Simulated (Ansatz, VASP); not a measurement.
**KI: VASP beside Ansatz**

```
I K
1.0
     0.00000    3.53277    3.53277
     3.53277    0.00000    3.53277
     3.53277    3.53277    0.00000
I K
1 1
Direct
  0.50000 0.50000 0.50000
  0.00000 0.00000 0.00000
```

Alike in both runs: functional PBE0; k mesh 4 × 4 × 4; occupations fermi-dirac, width 0.05 eV; no spin polarisation.

|  | VASP | Ansatz |
| --- | --- | --- |
| version | VASP 6.6.1 | Ansatz 0.2.0 |
| potentials or method | VASP PAW PBE potentials, release 64 (I, K_sv) | Ansatz PAW |
| plane-wave cutoff (eV) | 520 | 420 |
| valence electrons in the cell | 16 | 26 |
| task | single point | band structure |

|  | VASP | Ansatz | Ansatz less VASP |
| --- | --- | --- | --- |
| gap on the k mesh at the Fermi level (eV) | 5.66 | 5.66 | -0.007 |
| least direct gap on the mesh (eV) | 5.66 | 5.66 | -0.007 |
| pressure (GPa) | 0.4 | 0.4 | +0.02 |

The functional is the same, so the differences come from potentials, cutoffs and numerics. VASP's potentials hold 16 valence electrons a cell and Ansatz's 26, so a difference there can come from the potentials and not from the codes.

Spin-orbit coupling is off throughout.
